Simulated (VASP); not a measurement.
**Al: single point with r2SCAN**

The system is Al.

```
Al
1.0
     2.81246    0.00000    0.00000
    -1.40623    2.43566    0.00000
     0.00000    0.00000    4.86685
Al
2
Cartesian
  1.4062 0.8119 3.6501
  0.0000 1.6238 1.2167
```

- Program: VASP 6.6.1
- Task: single point
- Functional: r2SCAN
- Potentials or basis: VASP PAW PBE potentials, release 64 (Al)
- Cutoff: 520 eV
- k mesh: 9 × 9 × 5
- Occupations: fermi-dirac, width 0.15 eV
- Spin: no spin polarisation
- Dipole correction: no
- Further INCAR settings: ALGO = Normal; EDIFF = 1e-07; NBANDS = 10

```
Pressure               : -3.1 GPa
Band gap on the k mesh : zero (band 3 reaches 10.21 eV, above the bottom of band 4 at 5.34 eV)
```

Stress tensor (GPa, compression positive):
```
-2.76  0.00  0.00
 0.00 -2.76  0.00
 0.00  0.00 -3.71
```

Levels at points of the mesh, in eV from the Fermi level:
```csv
k point,band 1,band 2,band 3,band 4,band 5,band 6
"(0.00, 0.00, 0.00)",-11.79,-5.28,-5.26,11.77,12.24,12.24
```

Run time: 90 s on 1 thread of AMD EPYC 7R13, with other jobs on the host, peak memory 0.12 GiB.

Caveat: the PAW data sets were made with another functional, which shifts forces and pressure a little.
